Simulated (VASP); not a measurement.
# Ba (P1) in VASP: notebook

Ba is run at these levels: r2SCAN, PBE; tasks: single point.

All numbers are computed with VASP 6.6.1; they aren't measurements. Logs are shortened: lines on timing, memory, paths and dates and some standing lists are left out, and cuts for length are marked.

**1. The cell of the first run**

The typed cell holds 4 atoms: a = 6.990 Å, b = 6.990 Å, c = 6.990 Å, α = 107.54°, β = 107.54°, γ = 113.41°.

**2. Single point, r2SCAN**

POSCAR reads:

```
Ba
1.0
   -4.1311947479      4.1311947479      3.8367706453
    4.1311947479     -4.1311947479      3.8367706453
    4.1311947479      4.1311947479     -3.8367706453
Ba
4
Direct
    0.6859350000      0.1838690000      0.8602340000
    0.3130710000      0.8172540000      0.1376880000
    0.1871420000      0.3189790000      0.5009520000
    0.8268570000      0.6923590000      0.5088430000
```

INCAR.step1 reads:

```
SYSTEM = Ba
  PREC = Accurate
  ENCUT = 520
  ISMEAR = -1
  SIGMA = 0.05
  LREAL = .FALSE.
  LASPH = .TRUE.
  NELM = 100
  NBANDS = 28
  GGA = PE
  ALGO = Normal
  EDIFF = 1E-4
  LWAVE = .TRUE.
  LCHARG = .FALSE.
```

INCAR.step2 reads:

```
SYSTEM = Ba
  PREC = Accurate
  ENCUT = 520
  EDIFF = 1E-6
  ISMEAR = -1
  SIGMA = 0.05
  LREAL = .FALSE.
  LASPH = .TRUE.
  NELM = 100
  ALGO = Normal
  ISIF = 2
  LWAVE = .FALSE.
  LCHARG = .TRUE.
  METAGGA = R2SCAN
  LMIXTAU = .TRUE.
  LELF = .TRUE.
  LVHAR = .TRUE.
  NBANDS = 28
  ISTART = 1
```

KPOINTS reads:

```
regular mesh
0
G
  4 4 4
  0 0 0
```

Potentials or basis: VASP PAW PBE potentials, release 64 (Ba_sv).

The run is started by

```
> cat potpaw_PBE.64/Ba_sv/POTCAR > POTCAR
> cp INCAR.step1 INCAR
> mpirun -np 1 vasp_std > vasp.out
> cp INCAR.step2 INCAR
> mpirun -np 1 vasp_std > vasp.out
```

OUTCAR:

```text
SYSTEM = Ba
   PREC = Accurate
   ENCUT = 520
   EDIFF = 1E-6
   ISMEAR = -1
   LREAL = .FALSE.
   LASPH = .TRUE.
   NELM = 100
   ISIF = 2
   METAGGA = R2SCAN
   ISTART = 1

 ion  position               nearest neighbor table
   1  0.686  0.184  0.860-   2 4.11   2 4.22   2 4.23   4 4.23   3 4.26   3 4.31   4 4.36
   2  0.313  0.817  0.138-   1 4.11   1 4.22   1 4.23   3 4.24   4 4.24   3 4.31   4 4.32
   3  0.187  0.319  0.501-   4 4.12   4 4.16   2 4.24   1 4.26   4 4.29   2 4.31   1 4.31
   4  0.827  0.692  0.509-   3 4.12   3 4.16   1 4.23   2 4.24   3 4.29   2 4.32   1 4.36

  LATTYP: Found a body centered tetragonal cell.
 ALAT       =     8.2623894958
 C/A-ratio  =     0.9287314880

  Lattice vectors:

 A1 = (  -4.1311947479,   4.1311947479,   3.8367706453)
 A2 = (   4.1311947479,  -4.1311947479,   3.8367706453)
 A3 = (   4.1311947479,   4.1311947479,  -3.8367706453)

Analysis of symmetry for initial positions (statically):
=====================================================================
 Subroutine PRICEL returns:
 Original cell was already a primitive cell.

 Routine SETGRP: Setting up the symmetry group for a
 body centered tetragonal supercell.

 Subroutine GETGRP returns: Found  1 space group operations
 (whereof  1 operations were pure point group operations)
 out of a pool of 16 trial point group operations.

The static configuration has the point symmetry C_1 .

Analysis of symmetry for dynamics (positions and initial velocities):
=====================================================================
 Subroutine PRICEL returns:
 Original cell was already a primitive cell.

 Routine SETGRP: Setting up the symmetry group for a
 body centered tetragonal supercell.

 Subroutine GETGRP returns: Found  1 space group operations
 (whereof  1 operations were pure point group operations)
 out of a pool of 16 trial point group operations.

The dynamic configuration has the point symmetry C_1 .

 Subroutine INISYM returns: Found  1 space group operations
 (whereof  1 operations are pure point group operations),
 and found     1 'primitive' translations

----------------------------------------------------------------------------------------

                                     Primitive cell
[... 90 lines left out ...]
   LNONCOLLINEAR =      F non collinear calculations
   LSORBIT =      F    spin-orbit coupling
   LASPH  =      T    aspherical Exc in radial PAW
   ENCUT  =  520.0 eV  38.22 Ry    6.18 a.u.  13.00 13.00 13.00*2*pi/ulx,y,z
   NELM   =    100;   NELMIN=  2; NELMDL=  0     # of ELM steps
   EDIFF  = 0.1E-05   stopping-criterion for ELM
   LREAL  =      F    real-space projection
   EDIFFG = 0.1E-04   stopping-criterion for IOM
   NSW    =      0    number of steps for IOM
   IBRION =     -1    ionic relax: 0-MD 1-quasi-New 2-CG
   NFREE  =      0    steps in history (QN), initial steepest desc. (CG)
   ISIF   =      2    stress and relaxation
   ISYM   =      2    0-nonsym 1-usesym 2-fastsym
   POTIM  = 0.5000    time-step for ionic-motion
   TEBEG  =    0.0;   TEEND  =   0.0 temperature during run
   PSTRESS=    0.0 pullay stress
   NELECT =      40.0000    total number of electrons
   NUPDOWN=      -1.0000    fix difference up-down
   EMIN   =  10.00;   EMAX   =-10.00  energy-range for DOS
   EFERMI =   0.00;   METHOD = LEGACY
   ISMEAR =    -1;   SIGMA  =   0.05  broadening in eV -4-tet -1-fermi 0-gaus
   EFERMI_NEDOS =   21; number of points for ismear=-14 and -15
   IALGO  =     38    algorithm
   IMIX   =      4    mixing-type and parameters
     AMIX     =   0.40;   BMIX     =  1.00
     AMIX_MAG =   1.60;   BMIX_MAG =  1.00
  volume/ion in A,a.u.               =      65.48       441.89
  Fermi-wavevector in a.u.,A,eV,Ry     =   0.875056  1.653616 10.418290  0.765723
  Thomas-Fermi vector in A             =   1.994673
   LORBIT       =      0    0 simple, 1 ext, 2 COOP (PROOUT), +10 PAW based schemes
   METAGGA = R2SCAN    functional components
   LHFCALC =     F    Hartree Fock is set to
   AEXX    =    0.0000 exact exchange contribution
   IVDW    =     0    specifies the selected vdW correction
   LEPSILON=     F    determine dielectric tensor
   LRPA    =     F    only Hartree local field effects (RPA)
 non-spin polarized calculation
  energy-cutoff  :      520.00
  volume of cell :      261.93
 maximum number of plane-waves:      7098
 NGX is ok and might be reduce to    54
   NGX = 25   NGY = 25   NGZ = 25

 number of electron      39.9999999 magnetization

 Free energy of the ion-electron system (eV)
  ---------------------------------------------------
  ext. energy  EPLUGINS =         0.00000000
  ---------------------------------------------------
  free energy    TOTEN  =      -105.14963389 eV

  energy without entropy =     -105.11893860  energy(sigma->0) =     -105.13428624

 E-fermi :   1.6096     XC(G=0):  -7.6739

 val. band max:        1.6076038066   @ k =   0.2500  -0.2500   0.2500
 cond. band min:       1.6317483690   @ k =   0.5000   0.5000   0.0000
 fundamental gap:      0.0241445624
 Fermi energy:         1.6095526522

 k-point     1 :       0.0000    0.0000    0.0000
  band No.  band energies     occupation
      1     -28.5247      2.00000
      2     -28.4672      2.00000
      3     -28.4492      2.00000
      4     -28.4465      2.00000
      5     -13.5326      2.00000
      6     -13.4173      2.00000
[... 733 lines left out ...]
     27       3.1309      0.00000
     28       3.4153      0.00000

 [... further k-points ...]

------------------------ aborting loop because EDIFF is reached ----------------------------------------

  FORCE on cell =-STRESS in cart. coord.  units (eV):
  Direction    XX          YY          ZZ          XY          YZ          ZX
  --------------------------------------------------------------------------------------
  -------------------------------------------------------------------------------------
  Total       -0.0354952     -0.0131504      0.0447607      0.0024789      0.0049121      0.0123312
  in kB       -0.2171216     -0.0804403      0.2737980      0.0151631      0.0300467      0.0754291
  external PRESSURE =      -0.0079213 kB  Pullay stress =       0.0000000 kB

 VOLUME and BASIS-vectors are now :
 -----------------------------------------------------------------------------
  energy-cutoff  :      520.00
  volume of cell :      261.93
      direct lattice vectors                 reciprocal lattice vectors
    -4.131194748  4.131194748  3.836770645     0.000000000  0.121030363  0.130317928
     4.131194748 -4.131194748  3.836770645     0.121030363  0.000000000  0.130317928
     4.131194748  4.131194748 -3.836770645     0.121030363  0.121030363  0.000000000

 POSITION                                       TOTAL-FORCE (eV/Angst)
 -----------------------------------------------------------------------------------
      1.47966      5.62793      0.03672         0.094750      0.057491     -0.084445
      2.65169     -1.51406      3.80852        -0.065267      0.015553      0.092955
      2.61417      1.52489      0.01983         0.042839     -0.036990      0.024049
      1.54649      2.65777      3.87657        -0.072321     -0.036054     -0.032560
 -----------------------------------------------------------------------------------
    total drift:                                0.000329     -0.000039     -0.000280

  FREE ENERGIE OF THE ION-ELECTRON SYSTEM (eV)
  ---------------------------------------------------
  free  energy   TOTEN  =      -105.1496338868 eV

  energy  without entropy=     -105.1189386000  energy(sigma->0) =     -105.13428624
```

OUTCAR.step1:

```text
SYSTEM = Ba
   PREC = Accurate
   ENCUT = 520
   ISMEAR = -1
   LREAL = .FALSE.
   LASPH = .TRUE.
   NELM = 100
[... 972 lines left out ...]
      2.65169     -1.51406      3.80852         0.023982      0.106307      0.088424
      2.61417      1.52489      0.01983         0.131699     -0.125501      0.026444
      1.54649      2.65777      3.87657        -0.161147      0.052372     -0.029484
 -----------------------------------------------------------------------------------
    total drift:                               -0.000210     -0.000687      0.000142

  FREE ENERGIE OF THE ION-ELECTRON SYSTEM (eV)
  ---------------------------------------------------
  free  energy   TOTEN  =        -7.0554660016 eV

  energy  without entropy=       -7.0158419143  energy(sigma->0) =       -7.03565396
```

OSZICAR.step1:

```text
N       E                     dE             d eps       ncg     rms          rms(c)
DAV:   1     0.333215802761E+03    0.33322E+03   -0.16192E+04  2016   0.116E+03
DAV:   2     0.184410671432E+02   -0.31477E+03   -0.30960E+03  3040   0.239E+02
DAV:   3    -0.624029459002E+01   -0.24681E+02   -0.24271E+02  2800   0.695E+01
DAV:   4    -0.707671007445E+01   -0.83642E+00   -0.83124E+00  3076   0.975E+00
DAV:   5    -0.709229202521E+01   -0.15582E-01   -0.15550E-01  2792   0.141E+00    0.337E+00
DAV:   6    -0.705798055881E+01    0.34311E-01   -0.85688E-02  2688   0.112E+00    0.198E+00
DAV:   7    -0.705485431195E+01    0.31262E-02   -0.74328E-02  2440   0.135E+00    0.262E-01
DAV:   8    -0.705537312730E+01   -0.51882E-03   -0.69421E-03  2772   0.362E-01    0.631E-02
DAV:   9    -0.705546600155E+01   -0.92874E-04   -0.33427E-04  2228   0.725E-02
   1 F= -.70554660E+01 E0= -.70356540E+01  d E =-.396241E-01
```

Run time: 19 min. Hardware: 1 thread of Intel Xeon Platinum 8259CL at 2.50GHz (Skylake/Cascade Lake), shared host; peak memory 0.54 GiB.

What came out:

| Property | Result |
| --- | --- |
| Free energy | -105.1496 eV |
| Pressure | 0.0 GPa |
| Largest force | 0.139 eV/Å |
| Band gap on the k mesh | zero (bands 20 and 21 overlap by 0.22 eV) |

Forces in eV/Å, atoms in the order of the input:
```
Ba   0.095  0.057 -0.084
Ba  -0.065  0.016  0.093
Ba   0.043 -0.037  0.024
Ba  -0.072 -0.036 -0.033
```

Levels at points of the mesh, in eV from the Fermi level:
```
           k point  band 17  band 18  band 19  band 20  band 21  band 22  band 23  band 24
(0.00, 0.00, 0.00)    -2.83    -0.57    -0.56    -0.29     0.35     0.37     1.10     1.23
(0.50, 0.00, 0.00)    -1.26    -1.23    -0.53    -0.51     0.25     0.28     1.01     1.04
(0.50, 0.00, 0.50)    -1.26    -1.23    -0.53    -0.53     0.26     0.33     1.00     1.03
(0.00, 0.50, 0.50)    -1.25    -1.24    -0.53    -0.52     0.23     0.34     1.00     1.02
(0.00, 0.50, 0.00)    -1.26    -1.24    -0.53    -0.51     0.25     0.25     1.01     1.05
(0.50, 0.50, 0.00)    -1.51    -1.13    -0.06     0.02     0.05     0.16     0.23     1.15
(0.00, 0.00, 0.50)    -1.52    -1.12    -0.04    -0.02     0.09     0.15     0.22     1.11
(0.50, 0.50, 0.50)    -0.87    -0.74    -0.73     0.12     0.18     0.52     0.57     0.68
```

Caveat: the PAW data sets were made with another functional, which shifts forces and pressure a little; spin-orbit coupling is left out, which moves the levels of the heavy elements.

**3. Single point, PBE (atoms moved at random)**

INCAR reads:

```
SYSTEM = Ba
ALGO = Fast ; EDIFF = 1E-6
ENCUT = 520 ; GGA = PE
ISIF = 2 ; ISMEAR = -1
LASPH = .True. ; LCHARG = .False.
LREAL = .False. ; LWAVE = .False.
NBANDS = 28 ; NELM = 80
PREC = Accurate ; SIGMA = 0.05
```

KPOINTS reads:

```
k-points
0
Gamma
  5 5 5
  0 0 0
```

POSCAR is that of step 2.

Potentials or basis: VASP PAW PBE potentials, release 64 (Ba_sv).

The run is started by

```
> cat potpaw_PBE.64/Ba_sv/POTCAR > POTCAR
> mpirun -np 1 vasp_std > vasp.out
```

Wall time 12 min (1 thread of Intel Xeon Platinum 8375C at 2.90GHz (Ice Lake), shared host); peak memory 0.61 GiB.

It converged, with:

```yaml
Free_energy: -7.0702 eV
Pressure: -0.1 GPa
Largest_force: 0.185 eV/Å
Band_gap_on_the_k_mesh: zero (bands 20 and 21 overlap by 0.26 eV)
```

Forces on the atoms (eV/Å):
```
Ba   0.003 -0.033 -0.082
Ba   0.027  0.107  0.087
Ba   0.132 -0.127  0.025
Ba  -0.162  0.053 -0.030
```

Stress tensor (GPa, compression positive):
```
-0.07  0.00  0.03
 0.00 -0.06  0.01
 0.03  0.01 -0.17
```

Levels at points of the mesh, in eV from the Fermi level:
```csv
k point,band 17,band 18,band 19,band 20,band 21,band 22,band 23,band 24
"(0.00, 0.00, 0.00)",-2.70,-0.49,-0.45,-0.23,0.26,0.27,0.90,1.02
```

Caveat: the cell differs from its parent crystal (atoms moved at random); spin-orbit coupling is left out, which moves the levels of the heavy elements.
